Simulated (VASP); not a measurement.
Input of a VASP 6.6.1 run:

INCAR

```
PREC = Accurate
ENCUT = 600
EDIFF = 1E-6
ISMEAR = 0
SIGMA = 0.2
LREAL = False
LASPH = True
NELM = 120
ALGO = Normal
ISIF = 2
LWAVE = False
LCHARG = False
GGA = PE
NBANDS = 20
GGA_COMPAT = False
```

KPOINTS

```
Automatic mesh
0
Gamma
  4 4 4
```

Contents of POSCAR:

```
SiB5C
1.0
    0.0000000000      3.9164896787      3.9164896787
    3.9164896787      0.0000000000      3.9164896787
    3.9164896787      3.9164896787      0.0000000000
Si B C
1 5 1
Direct
    0.0000000000      0.0000000000      0.0000000000
    0.1406590021      0.1406590021      0.1406590021
    0.1406590021      0.1406590021      0.5780229937
    0.1406590021      0.5780229937      0.1406590021
    0.5780229937      0.1406590021      0.1406590021
    0.7500000000      0.7500000000      0.7500000000
    0.2500000000      0.2500000000      0.2500000000
```

Potentials or basis: VASP PAW PBE potentials, release 64 (Si, B, C).

Launch:

```console
$ cat potpaw_PBE.64/Si/POTCAR potpaw_PBE.64/B/POTCAR potpaw_PBE.64/C/POTCAR > POTCAR
$ mpirun -np 1 vasp_std > vasp.out
```

Task: What does it give for the pressure?

Result: 0.1 GPa.

Task: Predict the band gap on the k mesh.

Result: Zero (an odd number of electrons rules out a gap without spin polarisation).

Task: What does it give for the largest force?

Result: 0.030 eV/Å.

Forces in eV/Å, atoms in the order of the input:
```
Si   0.000  0.000  0.000
B   -0.017 -0.017 -0.017
B    0.017  0.017 -0.017
B    0.017 -0.017  0.017
B   -0.017  0.017  0.017
B    0.000  0.000  0.000
C    0.000  0.000  0.000
```
